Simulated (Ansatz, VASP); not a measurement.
Two plane-wave programs on Hf3H4C2

The input INCAR:

```
ALGO     = Normal         # electronic algorithm
EDIFF    = 1E-6           # SCF threshold, eV
EDIFFG   = -0.04          # ionic threshold
ENCUT    = 600            # plane-wave cutoff, eV
GGA      = PE             # functional
IBRION   = 2              # ionic algorithm
ISIF     = 3              # what is computed and relaxed
ISMEAR   = 0              # smearing method
LASPH    = T              # aspherical terms in the spheres
LCHARG   = F              # write CHGCAR
LREAL    = F              # projectors in reciprocal space
LWAVE    = F              # write WAVECAR
NELM     = 100            # most SCF steps
NSW      = 90             # ionic steps
PREC     = Accurate       # precision mode
SIGMA    = 0.1            # smearing width, eV
```

File KPOINTS:

```
k-points
0
Gamma
  3 3 6
```

POSCAR

```
Hf3H4C2
1.0
    6.5606869900      0.0000000000      0.0000000000
   -3.2803435000      5.6817216000      0.0000000000
    0.0000000000      0.0000000000      2.9940506900
Hf H C
3 4 2
Direct
    0.9607892600      0.5828689300      0.5000000000
    0.4171310700      0.3779203300      0.5000000000
    0.6220796700      0.0392107400      0.5000000000
    0.7428031600      0.7445530300      0.0000000000
    0.2554469700      0.9982501300      0.0000000000
    0.0017498700      0.2571968400      0.0000000000
    0.3333333300      0.6666666700      0.0000000000
    0.0000000000      0.0000000000      0.5000000000
    0.6666666700      0.3333333300      0.0000000000
```

Input for Ansatz:

```yaml
crystal:
  lattice:
    - [6.56068699, 0.0, 0.0]
    - [-3.2803435, 5.6817216, 0.0]
    - [0.0, 0.0, 2.99405069]
  atoms:
    - { symbol: Hf, position: [0.96078926, 0.58286893, 0.5] }
    - { symbol: Hf, position: [0.41713107, 0.37792033, 0.5] }
    - { symbol: Hf, position: [0.62207967, 0.03921074, 0.5] }
    - { symbol: H, position: [0.74280316, 0.74455303, 0.0] }
    - { symbol: H, position: [0.25544697, 0.99825013, 0.0] }
    - { symbol: H, position: [0.00174987, 0.25719684, 0.0] }
    - { symbol: H, position: [0.33333333, 0.66666667, 0.0] }
    - { symbol: C, position: [0.0, 0.0, 0.5] }
    - { symbol: C, position: [0.66666667, 0.33333333, 0.0] }
basis:
  ecutwfc: 420
kpoints:
  mp_grid: { grid: [3, 3, 6] }
hamiltonian:
  xc: pbe
scf:
  occupations: { method: gaussian, width: 0.1 }
  lower_state_search: "off"
output:
  forces: true
  stress: true
  eigenvalues: true
relax:
  adjacent_minimum: "off"
  f_tol: 0.04
  max_steps: 70
  cell: { stress_tol: 0.4 }
```

Change from the starting cell: species swapped into the Tm3In4Co2 type (P-6, No. 174).

Alike in both runs: task relaxation of cell and atoms; functional PBE; k mesh 3 × 3 × 6; occupations gaussian, width 0.1 eV; no spin polarisation.

|  | VASP | Ansatz |
| --- | --- | --- |
| version | VASP 6.6.1 | Ansatz 0.2.0 |
| potentials or method | VASP PAW PBE potentials, release 64 (Hf_pv, H, C), cutoff 600 eV | scalar-relativistic, plane waves, PAW |
| valence electrons in the cell | 42 | 90 |

Ansatz gave:

- gap on the k mesh at the Fermi level, each at its own relaxed structure (eV): 0.17
- relaxed volume (Å³/atom): 10.42
- relaxed cell length with the largest relative difference (Å): 3.208

Question: Estimate VASP's values.

Answer: gap on the k mesh at the Fermi level, each at its own relaxed structure (eV): 0.16; relaxed volume (Å³/atom): 10.41; relaxed cell length with the largest relative difference (Å): 3.207.

VASP's potentials hold 42 valence electrons a cell and Ansatz's 90, so a difference there can come from the potentials and not from the codes.

Spin-orbit coupling is off throughout. Noted on VASP's run: the volume moved by over 15 % at a fixed basis, so the end points are rough.
